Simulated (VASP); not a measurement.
Runs of VASP 6.6.1 on TiC. The structure is that of space group Fm-3m (No. 225), or close to it. The cells are those of the table. 

```csv
cell,gap on the mesh (eV),pressure (GPa)
"a = 3.177, b = 3.177, c = 3.060 Å, angles 61.2, 61.2, 57.6°, 2 atoms",none,-12.8
"a = 3.138, b = 3.138, c = 3.060 Å, angles 60.8, 60.8, 58.4°, 2 atoms",none,-9.2
"a = 3.099, b = 3.099, c = 3.060 Å, angles 60.4, 60.4, 59.2°, 2 atoms",none,-4.7
"a = 3.022, b = 3.022, c = 3.060 Å, angles 59.6, 59.6, 60.8°, 2 atoms",none,(a)
```

Alike in all rows: task single point; level PBE; potentials or basis VASP PAW PBE potentials, release 64 (Ti_sv, C); no spin polarisation; k mesh 18 × 18 × 18; cutoff (eV) 520; smearing gaussian 0.15 eV.

Task: Fill in the values left out.

Result: (a) 8.2.

A gap of «none» marks levels without a gap at the run's occupations.
